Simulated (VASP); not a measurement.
A run of VASP 6.6.1:

Contents of POSCAR:

```
KCl
1.0
    0.0000000000      3.7061457669      3.0214740150
    3.7061457669      0.0000000000      3.0214740150
    3.7061457669      3.7061457669      0.0000000000
K Cl
1 1
Direct
    0.0000000000      0.0000000000      0.0000000000
    0.2500000000      0.2500000000      0.2500000000
```

The input INCAR.step1:

```
ALGO = Normal
EDIFF = 1E-5
ENCUT = 520
GGA = PE
ISIF = 2
ISMEAR = 0
LASPH = T
LCHARG = F
LREAL = F
LWAVE = T
NBANDS = 15
NELM = 60
PREC = Accurate
SIGMA = 0.01
```

The input INCAR.step2:

```
ALGO = Normal
EDIFF = 1E-6
ENCUT = 520
GGA = PE
HFSCREEN = 0.2079
ISIF = 2
ISMEAR = 0
ISTART = 1
LASPH = T
LCHARG = F
LHFCALC = T
LREAL = F
LWAVE = F
NBANDS = 15
NELM = 60
PREC = Accurate
PRECFOCK = Normal
SIGMA = 0.01
```

Contents of KPOINTS:

```
k-points
0
Gamma
  4 4 4
```

Potentials or basis: VASP PAW PBE potentials, release 64 (K_sv, Cl).

Command:

```bash
$ cat potpaw_PBE.64/K_sv/POTCAR potpaw_PBE.64/Cl/POTCAR > POTCAR
$ cp INCAR.step1 INCAR
$ mpirun -np 1 vasp_std > vasp.out
$ cp INCAR.step2 INCAR
$ mpirun -np 1 vasp_std > vasp.out
```

Hardware: 1 thread of Intel(R) Xeon(R) Platinum 8259CL CPU @ 2.50GHz (Skylake/Cascade Lake) (shared host).

**Question.** Estimate the wall time of this run.

**Answer.** It took 13 min on 1 thread of Intel(R) Xeon(R) Platinum 8259CL CPU @ 2.50GHz (Skylake/Cascade Lake), on a shared host, peak memory 0.33 GiB. Counts: k points 13.
